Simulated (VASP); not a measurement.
Set up this calculation in VASP 6.6.1, as the native input.

* Task: single point
* Functional: PBEsol
* Potentials or basis: VASP PAW PBE potentials, release 64 (Ba_sv)
* Cutoff: 520 eV
* k mesh: 12 × 12 × 12
* Occupations: fermi-dirac, width 0.08 eV
* Spin: no spin polarisation
* Dipole correction: no
* Further INCAR settings: ALGO = Normal; EDIFF = 1e-06; NBANDS = 11

The structure of Ba lies in POSCAR:

```
Ba
1.0
    0.0000000000      2.5244984860      2.5244984860
    2.5244984860      0.0000000000      2.5244984860
    2.5244984860      2.5244984860      0.0000000000
Ba
1
Direct
    0.0000000000      0.0000000000      0.0000000000
```

This cell differs from its parent crystal: volume scaled by 0.55.

These files were run (other wordings do the same):

INCAR

```
ALGO     = Normal         # electronic algorithm
EDIFF    = 1E-6           # SCF threshold, eV
ENCUT    = 520            # plane-wave cutoff, eV
GGA      = PS             # functional
ISIF     = 2              # what is computed and relaxed
ISMEAR   = -1             # smearing method
LASPH    = True           # aspherical terms in the spheres
LCHARG   = True           # write CHGCAR
LELF     = True           # ELF
LREAL    = False          # projectors in reciprocal space
LVHAR    = True         
LWAVE    = False          # write WAVECAR
NBANDS   = 11             # bands
NELM     = 60             # most SCF steps
PREC     = Accurate       # precision mode
SIGMA    = 0.08           # smearing width, eV
```

KPOINTS

```
k-points
0
Gamma
  12 12 12
```

Potentials or basis: VASP PAW PBE potentials, release 64 (Ba_sv).

Command:

```console
$ cat potpaw_PBE.64/Ba_sv/POTCAR > POTCAR
$ mpirun -np 1 vasp_std > vasp.out
```

It gave:

```yaml
Pressure: 11.7 GPa
Band_gap_on_the_k_mesh: zero (band 5 reaches 5.18 eV, above the bottom of band 6 at 3.16 eV)
```

Caveat: the PAW data sets were made with another functional, which shifts forces and pressure a little; spin-orbit coupling is left out, which moves the levels of the heavy elements.

It took 49 s on 1 thread of AMD EPYC 7R13 (shared host), peak memory 0.14 GiB.
